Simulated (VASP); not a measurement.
Wanted: the native input for a VASP 6.6.1 run.

```yaml
Task: single point
Functional: LDA
Potentials_or_basis: VASP PAW LDA potentials, release 64 (Hf_pv, N)
Cutoff: 520 eV
k_mesh: 9 × 9 × 9
Occupations: fermi-dirac, width 0.05 eV
Spin: no spin polarisation
Hubbard_terms: Hf d U = 6.0 eV
Dipole_correction: no
Further_INCAR_settings: ALGO = Normal; EDIFF = 1e-06; NBANDS = 14
```

The structure of HfN lies in POSCAR:

```
HfN
1.0
    0.0000000000      2.4506982768      2.4506982768
    2.4506982768      0.0000000000      2.4506982768
    2.4506982768      2.4506982768      0.0000000000
Hf N
1 1
Direct
    0.0000000000      0.0000000000      0.0000000000
    0.2500000000      0.2500000000      0.2500000000
```

These files were run (other wordings do the same):

INCAR

```
SYSTEM = HfN
  PREC = Accurate
  ENCUT = 520
  EDIFF = 1E-6
  ISMEAR = -1
  SIGMA = 0.05
  LREAL = .False.
  LASPH = .True.
  NELM = 150
  ALGO = Normal
  ISIF = 2
  LWAVE = .False.
  LCHARG = .True.
  LMAXMIX = 4
  LDAU = .True.
  LDAUTYPE = 2
  LDAUL = 2 -1
  LDAUU = 6 0
  LDAUJ = 0 0
  LDAUPRINT = 1
  GGA = CA
  LELF = .True.
  LVHAR = .True.
  NBANDS = 14
```

KPOINTS

```
Automatic mesh
0
Gamma
  9 9 9
  0 0 0
```

Potentials or basis: VASP PAW LDA potentials, release 64 (Hf_pv, N).

The run is started by

```sh
$ cat potpaw_LDA.64/Hf_pv/POTCAR potpaw_LDA.64/N/POTCAR > POTCAR
$ mpirun -np 1 vasp_std > vasp.out
```

It gave:

- Pressure: 8.9 GPa

Caveat: U without spin polarisation on a metal has little footing.

Run time: 14 s on 1 thread of Intel Xeon 6975P-C, on a shared host, peak memory 0.15 GiB.
